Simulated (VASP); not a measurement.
Wanted: the native input for a VASP 6.6.1 run.

```
Task                   : single point
Functional             : PBE
Potentials or basis    : VASP PAW PBE potentials, release 64 (Sb)
Cutoff                 : 520 eV
k mesh                 : 6 × 6 × 4
Occupations            : gaussian, width 0.1 eV
Spin                   : no spin polarisation
Dipole correction      : no
Further INCAR settings : ALGO = Normal; EDIFF = 1e-06; NBANDS = 12
```

The structure of Sb lies in POSCAR:

```
Sb
1.0
    3.3488112600      0.0000000000      0.0000000000
    0.0000000000      3.5581476400      0.0000000000
    0.0000000000      0.0000000000      4.7666939000
Sb
2
Direct
    0.5000000000      0.0000000000      0.9730890500
    0.0000000000      0.5000000000      0.0269109500
```

The input as run:

INCAR

```
SYSTEM = Sb
PREC     = Accurate       ! precision mode
ENCUT    = 520            ! plane-wave cutoff, eV
EDIFF    = 1E-6           ! SCF threshold, eV
ISMEAR   = 0              ! smearing method
SIGMA    = 0.1            ! smearing width, eV
LREAL    = .False.        ! projectors in reciprocal space
LASPH    = .True.         ! aspherical terms in the spheres
NELM     = 80             ! most SCF steps
ALGO     = Normal         ! electronic algorithm
ISIF     = 2              ! what is computed and relaxed
LWAVE    = .False.        ! write WAVECAR
LCHARG   = .False.        ! write CHGCAR
GGA      = PE             ! functional
NBANDS   = 12             ! bands
```

KPOINTS

```
regular mesh
0
Gamma
  6 6 4
  0 0 0
```

Potentials or basis: VASP PAW PBE potentials, release 64 (Sb).

The run is started by

```bash
$ cat potpaw_PBE.64/Sb/POTCAR > POTCAR
$ mpirun -np 1 vasp_std > vasp.out
```

Results of the run:

```json
{
  "Pressure": "55.6 GPa",
  "Largest force": "2.470 eV/Å",
  "Band gap on the k mesh": "zero (band 5 reaches 9.86 eV, above the bottom of band 6 at 5.62 eV)"
}
```

Caveat: spin-orbit coupling is left out, which moves the levels of the heavy elements; forces of over 1 eV/Å act on the atoms, so gaps and moduli don't describe the material at rest.

Wall time 27 s on 1 thread of Intel(R) Xeon(R) Platinum 8488C (Sapphire Rapids), with other jobs on the host, peak memory 0.18 GiB.
